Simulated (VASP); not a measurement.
Here is a VASP 6.6.1 calculation.

INCAR

```
  PREC = Accurate
  ENCUT = 520
  EDIFF = 1E-6
  ISMEAR = -1
  SIGMA = 0.1
  LREAL = F
  LASPH = T
  NELM = 120
  ALGO = Normal
  ISIF = 2
  LWAVE = F
  LCHARG = F
  GGA = PS
  NBANDS = 24
  GGA_COMPAT = F
  NELMDL = -8
```

The input KPOINTS:

```
regular mesh
0
Gamma
  4 4 3
```

Contents of POSCAR:

```
CaO
1.0
    3.9919760000      0.0000000000      0.0000000000
   -1.9959880000      3.4571520000      0.0000000000
    0.0000000000      0.0000000000      5.0348400000
Ca O
2 2
Direct
    0.3333333333      0.6666666667      0.7127594919
    0.6666666667      0.3333333333      0.2375864973
    0.3333333333      0.6666666667      0.2375864973
    0.6666666667      0.3333333333      0.7127594919
```

Potentials or basis: VASP PAW PBE potentials, release 64 (Ca_sv, O).

Run with:

```console
$ cat potpaw_PBE.64/Ca_sv/POTCAR potpaw_PBE.64/O/POTCAR > POTCAR
$ mpirun -np 1 vasp_std > vasp.out
```

Q: Predict the largest force.

A: 0.370 eV/Å.

Q: Predict the band gap on the k mesh.

A: 2.96 eV.

Forces in eV/Å, atoms in the order of the input:
```
Ca   0.000  0.000  0.370
Ca   0.000  0.000 -0.370
O    0.000  0.000 -0.136
O    0.000  0.000  0.136
```

Caveat: the k points lie up to 0.45 Å⁻¹ apart; the PAW data sets were made with another functional, which shifts forces and pressure a little.
